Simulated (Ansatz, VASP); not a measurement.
## One calculation of O, two programs

```
O
1.0
     7.15700    0.00000    0.00000
     0.00000    7.15700    0.00000
     0.00000    0.00000    7.15700
O
12
Direct
  0.97278 0.66798 0.50519
  0.09565 0.78030 0.46754
  0.72465 0.06764 0.45637
  0.83243 0.19618 0.48641
  0.26596 0.58725 0.10891
  0.20329 0.68305 0.98265
  0.57356 0.61769 0.76516
  0.50774 0.52977 0.63498
  0.29976 0.15511 0.64099
  0.25793 0.12329 0.80331
  0.81548 0.86401 0.07726
  0.83008 0.92404 0.91827
```

Alike in both runs: functional PBE; k mesh 1 × 1 × 1; occupations fermi-dirac, width 0.02 eV; collinear spin.

Ansatz relaxed the structure, and its values are those at the end. VASP's run is a single point on that final structure, the one shown.

|  | VASP | Ansatz |
| --- | --- | --- |
| version | VASP 6.6.1 | Ansatz 0.2.0 |
| potentials or method | VASP PAW PBE potentials, release 64 (O_h), cutoff 1000 eV | scalar-relativistic, plane waves, PAW |
| valence electrons in the cell | 72 | 72 |

|  | VASP | Ansatz | Ansatz less VASP |
| --- | --- | --- | --- |
| gap on the k mesh at the Fermi level (eV) | 1.91 | 1.89 | -0.027 |
| rms of the force components (eV/Å) | 0.073 | 0.100 | +0.0265 |
| net moment per atom (μB) | 1.00 | 1.00 | 0.000 |
| size of the moment on the site where the two differ most (μB) | 0.62 | 0.56 | -0.063 |

Site moments also hang on the region over which each program counts them. Ansatz's warnings: xc potential rough in thin density.
